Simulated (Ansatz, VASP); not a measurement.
## Lu: VASP beside Ansatz

The input INCAR:

```
SYSTEM = Lu
ALGO = Normal ; EDIFF = 1E-6
ENCUT = 520 ; GGA = PE
ISIF = 2 ; ISMEAR = -1
LASPH = .True. ; LCHARG = .True.
LELF = .True. ; LREAL = .False.
LVHAR = .True. ; LWAVE = .False.
NBANDS = 18 ; NELM = 60
PREC = Accurate ; SIGMA = 0.1
```

KPOINTS

```
k-points
0
Gamma
  15 15 15
  0 0 0
```

Contents of POSCAR:

```
Lu
1.0
    0.0000000000      2.2275365686      2.2275365686
    2.2275365686      0.0000000000      2.2275365686
    2.2275365686      2.2275365686      0.0000000000
Lu
1
Direct
    0.0000000000      0.0000000000      0.0000000000
```

Input for Ansatz:

```yaml
crystal:
  lattice:
    - [0.0, 2.2275365686, 2.2275365686]
    - [2.2275365686, 0.0, 2.2275365686]
    - [2.2275365686, 2.2275365686, 0.0]
  atoms:
    - { symbol: Lu, position: [0.0, 0.0, 0.0] }
kpoints:
  mp_grid: { grid: [15, 15, 15] }
scf:
  occupations: { method: fermi_dirac, width: 0.1 }
hamiltonian:
  xc: pbe
  pseudopotentials: { kind: all_electron, lapw: { basis_error: 0.001 } }
output:
  forces: true
  stress: true
  eigenvalues: true
  populations: true
```

Change from the starting cell: volume scaled by 0.76, LAPW.

Alike in both runs: task single point; functional PBE; k mesh 15 × 15 × 15; occupations fermi-dirac, width 0.1 eV; no spin polarisation.

|  | VASP | Ansatz |
| --- | --- | --- |
| version | VASP 6.6.1 | Ansatz 0.2.0 |
| potentials or method | VASP PAW PBE potentials, release 64 (Lu), cutoff 520 eV | all-electron LAPW, scalar-relativistic |

Ansatz gave:

```
pressure (GPa) : 18.5
```

**Question.** Which values does VASP return?

**Answer.** Pressure (GPa): 18.9.

Ansatz ran all-electron here, and VASP with PAW potentials.

Neither program's run includes spin-orbit coupling.
